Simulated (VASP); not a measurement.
Here is a VASP 6.6.1 calculation.

Contents of POSCAR:

```
Li
1.0
    0.0000000000      2.9332963867      2.9332963867
    2.9332963867      0.0000000000      2.9332963867
    2.9332963867      2.9332963867      0.0000000000
Li
2
Direct
   -0.2825000000     -0.0725000000     -0.0725000000
    0.2825000000      0.0725000000      0.0725000000
```

File INCAR.step1:

```
ALGO     = Normal         # electronic algorithm
EDIFF    = 1E-4           # SCF threshold, eV
ENCUT    = 520            # plane-wave cutoff, eV
GGA      = PE             # functional
ISMEAR   = -1             # smearing method
LASPH    = True           # aspherical terms in the spheres
LCHARG   = False          # write CHGCAR
LREAL    = False          # projectors in reciprocal space
LWAVE    = True           # write WAVECAR
NBANDS   = 10             # bands
NELM     = 100            # most SCF steps
PREC     = Accurate       # precision mode
SIGMA    = 0.05           # smearing width, eV
```

The input INCAR.step2:

```
ALGO     = Normal         # electronic algorithm
EDIFF    = 1E-8           # SCF threshold, eV
ENCUT    = 520            # plane-wave cutoff, eV
ISIF     = 2              # what is computed and relaxed
ISMEAR   = -1             # smearing method
ISTART   = 1            
LASPH    = True           # aspherical terms in the spheres
LCHARG   = False          # write CHGCAR
LEFG     = True         
LMIXTAU  = True         
LREAL    = False          # projectors in reciprocal space
LWAVE    = False          # write WAVECAR
METAGGA  = R2SCAN         # meta-GGA
NBANDS   = 10             # bands
NELM     = 100            # most SCF steps
PREC     = Accurate       # precision mode
SIGMA    = 0.05           # smearing width, eV
```

KPOINTS

```
k-points
0
Gamma
  9 9 9
```

Potentials or basis: VASP PAW PBE potentials, release 64 (Li_sv).

Run with:

```console
$ cat potpaw_PBE.64/Li_sv/POTCAR > POTCAR
$ cp INCAR.step1 INCAR
$ mpirun -np 1 vasp_std > vasp.out
$ cp INCAR.step2 INCAR
$ mpirun -np 1 vasp_std > vasp.out
```

(1) Estimate the band gap on the k mesh.

(2) Estimate the largest force.

Results:

(1) zero (band 3 reaches 0.24 eV, above the bottom of band 4 at -0.02 eV).

(2) 4.250 eV/Å.

Caveat: the cell differs from its parent crystal (shortest bond scaled by 0.58); without QUAD_EFG the Cq values of the log hold for a quadrupole moment of 1 mb, not for the nuclei; the PAW data sets were made with another functional, which shifts forces and pressure a little.
